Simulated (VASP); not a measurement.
Pd:

```
CELL_PARAMETERS angstrom
4.36466 0.00000 0.00000
-2.18233 3.77991 0.00000
0.00000 0.00000 2.67554
ATOMIC_POSITIONS crystal
Pd 0.00000 0.00000 0.00000
Pd 0.33333 0.66667 0.50000
Pd 0.66667 0.33333 0.50000
```

This isn't the form of Pd at room conditions, which is fcc.

```yaml
Program: VASP 6.6.1
Task: relaxation of cell and atoms
Functional: revPBE
Potentials_or_basis: VASP PAW PBE potentials, release 64 (Pd)
Cutoff: 600 eV
k_mesh: 8 × 8 × 12
Occupations: fermi-dirac, width 0.05 eV
Spin: collinear spin
Starting_moments: "[0.5, 0.5, 0.5] μB"
```

At the start: pressure 15.1 GPa; volume 14.71 Å³/atom.

Q: How do energy, volume and symmetry change on relaxing?

A: Over 9 steps the energy falls by 62.6 meV/atom and the volume is 15.95 Å³/atom (+8.4 %); space group P6/mmm (No. 191, to 0.1 Å) before and after; moment 0.00 μB per cell.

Step by step:
```csv
step,energy change (eV),largest force (eV/Å),pressure (GPa),volume (Å³)
1,0.0000,0.0000,15.10,44.14
2,0.0537,0.0000,-11.85,53.57
3,-0.1825,0.0000,-0.78,48.14
4,-0.1826,0.0000,-0.54,48.05
5,-0.1826,0.0000,-0.30,47.97
6,-0.1876,0.0000,0.26,47.78
7,-0.1876,0.0000,0.25,47.79
8,-0.1876,0.0000,-0.20,47.94
9,-0.1877,0.0000,0.01,47.86
```

Final structure:
```yaml
crystal:
  lattice:
    - [4.53327, 0.00000, 0.00000]
    - [-2.26663, 3.92592, 0.00000]
    - [0.00000, 0.00000, 2.68939]
  atoms:
    - { symbol: Pd, position: [0.00000, 0.00000, 0.00000] }
    - { symbol: Pd, position: [0.33333, 0.66667, 0.50000] }
    - { symbol: Pd, position: [0.66667, 0.33333, 0.50000] }
```

Caveat: the PAW data sets were made with another functional, which shifts forces and pressure a little.
